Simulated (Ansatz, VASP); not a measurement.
MgO in VASP and in Ansatz

The input INCAR:

```
SYSTEM = MgO
ALGO     = Normal         ! electronic algorithm
EDIFF    = 1E-6           ! SCF threshold, eV
ENCUT    = 520            ! plane-wave cutoff, eV
GGA      = PE             ! functional
ISIF     = 2              ! what is computed and relaxed
ISMEAR   = 0              ! smearing method
LASPH    = .True.         ! aspherical terms in the spheres
LCHARG   = .False.        ! write CHGCAR
LREAL    = .False.        ! projectors in reciprocal space
LWAVE    = .False.        ! write WAVECAR
NBANDS   = 16             ! bands
NELM     = 100            ! most SCF steps
PREC     = Accurate       ! precision mode
SIGMA    = 0.05           ! smearing width, eV
```

Contents of KPOINTS:

```
k-points
0
Gamma
  9 9 6
  0 0 0
```

POSCAR

```
MgO
1.0
    3.4157000000      0.0000000000      0.0000000000
   -1.7078500000      2.9580829717      0.0000000000
    0.0000000000      0.0000000000      4.4090000000
Mg O
2 2
Direct
    0.6666666667      0.3333333333      0.7500000000
    0.3333333333      0.6666666667      0.2500000000
    0.6666666667      0.3333333333      0.2500000000
    0.3333333333      0.6666666667      0.7500000000
```

Input for Ansatz:

```yaml
crystal:
  lattice:
    - [3.4157, 0.0, 0.0]
    - [-1.70785, 2.9580829717, 0.0]
    - [0.0, 0.0, 4.409]
  atoms:
    - { symbol: Mg, position: [0.6666666667, 0.3333333333, 0.75] }
    - { symbol: Mg, position: [0.3333333333, 0.6666666667, 0.25] }
    - { symbol: O, position: [0.6666666667, 0.3333333333, 0.25] }
    - { symbol: O, position: [0.3333333333, 0.6666666667, 0.75] }
basis:
  ecutwfc: 520.0
kpoints:
  mp_grid: { grid: [9, 9, 6] }
hamiltonian:
  xc: pbe
  pseudopotentials: { kind: paw, azcp: { folder: soft_1 } }
scf:
  occupations: { method: gaussian, width: 0.05 }
output:
  forces: true
  stress: true
  eigenvalues: true
  write_density: true
  write_potential: true
  elf: true
  volumetric_format: npy
```

Alike in both runs: task single point; functional PBE; k mesh 9 × 9 × 6; occupations gaussian, width 0.05 eV; no spin polarisation.

|  | VASP | Ansatz |
| --- | --- | --- |
| version | VASP 6.6.1 | Ansatz 0.2.0 |
| potentials or method | VASP PAW PBE potentials, release 64 (Mg, O), cutoff 520 eV | scalar-relativistic, plane waves, PAW |
| valence electrons in the cell | 16 | 32 |

|  | VASP | Ansatz | Ansatz less VASP |
| --- | --- | --- | --- |
| gap on the k mesh at the Fermi level (eV) | 3.29 | 3.31 | +0.021 |
| least direct gap on the mesh (eV) | 3.29 | 3.31 | +0.021 |
| pressure (GPa) | 3.2 | 3.7 | +0.55 |
| traceless stress, the component that is largest in VASP (GPa) | -7.26 | -7.10 | +0.165 |

VASP's potentials hold 16 valence electrons a cell and Ansatz's 32, so a difference there can come from the potentials and not from the codes.
